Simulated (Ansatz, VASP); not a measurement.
One calculation of Ru, two programs

The input INCAR:

```
PREC = Accurate
ENCUT = 500
EDIFF = 1E-6
ISMEAR = -1
SIGMA = 0.08
LREAL = F
LASPH = T
NELM = 120
ALGO = Normal
ISIF = 2
LWAVE = F
LCHARG = T
GGA = CA
LELF = T
LVHAR = T
NBANDS = 21
GGA_COMPAT = F
```

File KPOINTS:

```
Automatic mesh
0
Gamma
  18 18 10
```

File POSCAR:

```
Ru
1.0
    2.5981621373      0.0000000000      0.0000000000
   -1.2990810687      2.2500744141      0.0000000000
    0.0000000000      0.0000000000      4.1195785510
Ru
2
Direct
    0.3333333333      0.6666666667      0.2500000000
    0.6666666667      0.3333333333      0.7500000000
```

Input for Ansatz:

```yaml
crystal:
  lattice:
    - [2.5981621373, 0.0, 0.0]
    - [-1.2990810687, 2.2500744141, 0.0]
    - [0.0, 0.0, 4.119578551]
  atoms:
    - { symbol: Ru, position: [0.3333333333, 0.6666666667, 0.25] }
    - { symbol: Ru, position: [0.6666666667, 0.3333333333, 0.75] }
kpoints:
  mp_grid: { grid: [18, 18, 10] }
scf:
  occupations: { method: fermi_dirac, width: 0.08 }
hamiltonian:
  xc: lda
  pseudopotentials: { kind: all_electron, lapw: { basis_error: 0.001 } }
output:
  forces: true
  stress: true
  eigenvalues: true
  populations: true
```

Change from the starting cell: volume scaled by 0.92, LAPW.

Alike in both runs: task single point; functional LDA; k mesh 18 × 18 × 10; occupations fermi-dirac, width 0.08 eV; no spin polarisation.

|  | VASP | Ansatz |
| --- | --- | --- |
| version | VASP 6.6.1 | Ansatz 0.2.0 |
| potentials or method | VASP PAW LDA potentials, release 64 (Ru_pv), cutoff 500 eV | all-electron LAPW, scalar-relativistic |

|  | VASP | Ansatz | Ansatz less VASP |
| --- | --- | --- | --- |
| pressure (GPa) | 38.7 | 37.4 | -1.34 |
| traceless stress, the component that is largest in VASP (GPa) | 0.09 | -0.01 | -0.101 |

LDA's correlation is that of Perdew and Zunger in VASP and of Perdew and Wang (1992) in Ansatz. Both programs put the cell under a high pressure, so it lies far from rest at this level. Ansatz ran all-electron here, and VASP with PAW potentials.
